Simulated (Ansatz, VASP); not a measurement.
## In3SbTe2: VASP beside Ansatz

INCAR

```
SYSTEM = In3SbTe2
ALGO = Normal
EDIFF = 1E-6
ENCUT = 520
GGA = PS
ISIF = 2
ISMEAR = -1
LASPH = .TRUE.
LCHARG = .FALSE.
LREAL = .FALSE.
LWAVE = .FALSE.
NBANDS = 37
NELM = 60
PREC = Accurate
SIGMA = 0.05
```

The input KPOINTS:

```
k-points
0
G
  7 7 3
  0 0 0
```

The input POSCAR:

```
In3SbTe2
1.0
    4.4280963236      0.0000000000      0.0000000000
   -2.2140481618      3.8348439066      0.0000000000
    0.0000000000      0.0000000000     10.7564470000
Te Sb In
2 1 3
Direct
    0.6666666667      0.3333333333      0.3283140000
    0.3333333333      0.6666666667      0.6716860000
    0.0000000000      0.0000000000      0.0000000000
    0.6666666667      0.3333333333      0.8430740000
    0.3333333333      0.6666666667      0.1569260000
    0.0000000000      0.0000000000      0.5000000000
```

Contents of input.yaml:

```yaml
crystal:
  lattice:
    - [4.4280963236, 0.0, 0.0]
    - [-2.2140481618, 3.8348439066, 0.0]
    - [0.0, 0.0, 10.756447]
  atoms:
    - { symbol: Te, position: [0.6666666667, 0.3333333333, 0.328314] }
    - { symbol: Te, position: [0.3333333333, 0.6666666667, 0.671686] }
    - { symbol: Sb, position: [0.0, 0.0, 0.0] }
    - { symbol: In, position: [0.6666666667, 0.3333333333, 0.843074] }
    - { symbol: In, position: [0.3333333333, 0.6666666667, 0.156926] }
    - { symbol: In, position: [0.0, 0.0, 0.5] }
kpoints:
  mp_grid: { grid: [7, 7, 3] }
  band_path:
    path:
      - [0.0, 0.0, 0.0]
      - [0.5, 0.0, 0.0]
      - [0.3333333333, 0.3333333333, 0.0]
      - [0.0, 0.0, 0.0]
      - [0.0, 0.0, 0.5]
      - [0.5, 0.0, 0.5]
      - [0.3333333333, 0.3333333333, 0.5]
      - [0.0, 0.0, 0.5]
    npoints: 6
scf:
  occupations: { method: fermi_dirac, width: 0.05 }
hamiltonian:
  xc: pbesol
  pseudopotentials: { kind: all_electron, lapw: { basis_error: 0.002 } }
output:
  forces: true
  stress: true
  eigenvalues: true
```

Alike in both runs: functional PBEsol; k mesh 7 × 7 × 3; occupations fermi-dirac, width 0.05 eV; no spin polarisation.

|  | VASP | Ansatz |
| --- | --- | --- |
| version | VASP 6.6.1 | Ansatz 0.2.0 |
| potentials or method | VASP PAW PBE potentials, release 64 (Te, Sb, In_d), cutoff 520 eV | all-electron LAPW, scalar-relativistic |
| task | single point | band structure |

|  | VASP | Ansatz | Ansatz less VASP |
| --- | --- | --- | --- |
| gap on the k mesh at the Fermi level (eV) | none | none | - |
| pressure (GPa) | -2.9 | -2.9 | +0.01 |
| traceless stress, the component that is largest in VASP (GPa) | 0.48 | 0.48 | -0.003 |
| rms of the force components (eV/Å) | 0.056 | 0.056 | +0.0005 |

VASP's potentials were made for PBE, not for PBEsol. Atom by atom the forces differ by 0.001 eV/Å (rms over components). A gap of «none» marks a metal or a gap that the smearing closes. Ansatz ran all-electron here, and VASP with PAW potentials.

Neither program's run includes spin-orbit coupling.
